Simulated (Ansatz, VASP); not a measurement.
## Ta: VASP beside Ansatz

```xyz
1
Lattice="-1.4676 1.4676 2.2328 1.4676 -1.4676 2.2328 1.4676 1.4676 -2.2328" Properties=species:S:1:pos:R:3 pbc="T T T"
Ta    0.0000    0.0000    0.0000
```

Alike in both runs: task single point; functional PBEsol; k mesh 8 × 8 × 8; occupations gaussian, width 0.1 eV; no spin polarisation.

|  | VASP | Ansatz |
| --- | --- | --- |
| version | VASP 6.6.1 | Ansatz 0.2.0 |
| potentials or method | VASP PAW PBE potentials, release 64 (Ta_pv), cutoff 500 eV | scalar-relativistic, plane waves, PAW |
| valence electrons in the cell | 11 | 13 |

VASP gave:

```
gap on the k mesh at the Fermi level (eV)                     : none
pressure (GPa)                                                : -10.0
traceless stress, the component that is largest in VASP (GPa) : 3.30
```

Question: Estimate Ansatz's values.

Answer: gap on the k mesh at the Fermi level (eV): none; pressure (GPa): -10.0; traceless stress, the component that is largest in VASP (GPa): 3.31.

VASP's potentials were made for PBE, not for PBEsol. A gap of «none» marks a metal or a gap that the smearing closes. With one functional, cell and mesh, what is left measures potentials, basis and numerics. VASP's potentials hold 11 valence electrons a cell and Ansatz's 13, so a difference there can come from the potentials and not from the codes.

The k mesh is coarse, so the values compare programs but aren't converged. Spin-orbit coupling is off throughout.
